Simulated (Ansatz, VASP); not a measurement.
# CeHf3O8 in VASP and in Ansatz

INCAR

```
ALGO     = Normal         # electronic algorithm
EDIFF    = 1E-6           # SCF threshold, eV
ENCUT    = 520            # plane-wave cutoff, eV
GGA      = PE             # functional
ISIF     = 2              # what is computed and relaxed
ISMEAR   = 0              # smearing method
LASPH    = True           # aspherical terms in the spheres
LCHARG   = False          # write CHGCAR
LREAL    = False          # projectors in reciprocal space
LWAVE    = False          # write WAVECAR
NBANDS   = 57             # bands
NELM     = 60             # most SCF steps
PREC     = Accurate       # precision mode
SIGMA    = 0.1            # smearing width, eV
```

The input KPOINTS:

```
k-points
0
Gamma
  4 4 4
```

Contents of POSCAR:

```
CeHf3O8
1.0
    3.8219061895     -3.5535337145      0.0000000000
    3.8219061895      3.5535337145      0.0000000000
   -3.5385345784      0.0000000000      5.3729444589
Ce Hf O
1 3 8
Direct
    0.5124166812      0.5124166812      0.0174887177
    0.2809073510      0.7853062677      0.5094770938
    0.7853062677      0.2809073510      0.5094770938
    0.9822424292      0.9822424292      0.9512344798
    0.6666339763      0.6666339763      0.7931971511
    0.1557306765      0.1557306765      0.7946669341
    0.8466522318      0.2752328982      0.1969301136
    0.2752328982      0.8466522318      0.1969301136
    0.4176344391      0.4176344391      0.3183042487
    0.8599136260      0.8599136260      0.3360619234
    0.6102107664      0.1097614404      0.6877328379
    0.1097614404      0.6102107664      0.6877328379
```

Input for Ansatz:

```yaml
crystal:
  lattice:
    - [3.8219061895, -3.5535337145, 0.0]
    - [3.8219061895, 3.5535337145, 0.0]
    - [-3.5385345784, 0.0, 5.3729444589]
  atoms:
    - { symbol: Ce, position: [0.5124166812, 0.5124166812, 0.0174887177] }
    - { symbol: Hf, position: [0.280907351, 0.7853062677, 0.5094770938] }
    - { symbol: Hf, position: [0.7853062677, 0.280907351, 0.5094770938] }
    - { symbol: Hf, position: [0.9822424292, 0.9822424292, 0.9512344798] }
    - { symbol: O, position: [0.6666339763, 0.6666339763, 0.7931971511] }
    - { symbol: O, position: [0.1557306765, 0.1557306765, 0.7946669341] }
    - { symbol: O, position: [0.8466522318, 0.2752328982, 0.1969301136] }
    - { symbol: O, position: [0.2752328982, 0.8466522318, 0.1969301136] }
    - { symbol: O, position: [0.4176344391, 0.4176344391, 0.3183042487] }
    - { symbol: O, position: [0.859913626, 0.859913626, 0.3360619234] }
    - { symbol: O, position: [0.6102107664, 0.1097614404, 0.6877328379] }
    - { symbol: O, position: [0.1097614404, 0.6102107664, 0.6877328379] }
basis:
  ecutwfc: 420
kpoints:
  mp_grid: { grid: [4, 4, 4] }
hamiltonian:
  xc: pbe
scf:
  occupations: { method: gaussian, width: 0.1 }
  lower_state_search: "off"
output:
  forces: true
  stress: true
  eigenvalues: true
```

Change from the starting cell: the structure that the rattled cell fell into.

Alike in both runs: task single point; functional PBE; k mesh 4 × 4 × 4; occupations gaussian, width 0.1 eV; no spin polarisation.

|  | VASP | Ansatz |
| --- | --- | --- |
| version | VASP 6.6.1 | Ansatz 0.2.0 |
| potentials or method | VASP PAW PBE potentials, release 64 (Ce, Hf_pv, O), cutoff 520 eV | scalar-relativistic, plane waves, PAW |
| valence electrons in the cell | 90 | 138 |

|  | VASP | Ansatz | Ansatz less VASP |
| --- | --- | --- | --- |
| gap on the k mesh at the Fermi level (eV) | 1.86 | 1.90 | +0.046 |
| least direct gap on the mesh (eV) | 1.88 | 1.92 | +0.045 |
| pressure (GPa) | -1.0 | 1.0 | +2.08 |
| traceless stress, the component that is largest in VASP (GPa) | 0.96 | 0.88 | -0.082 |
| rms of the force components (eV/Å) | 0.058 | 0.026 | -0.0327 |

Atom by atom the forces differ by 0.058 eV/Å (rms over components). VASP's potentials hold 90 valence electrons a cell and Ansatz's 138, so a difference there can come from the potentials and not from the codes.

Neither program's run includes spin-orbit coupling.
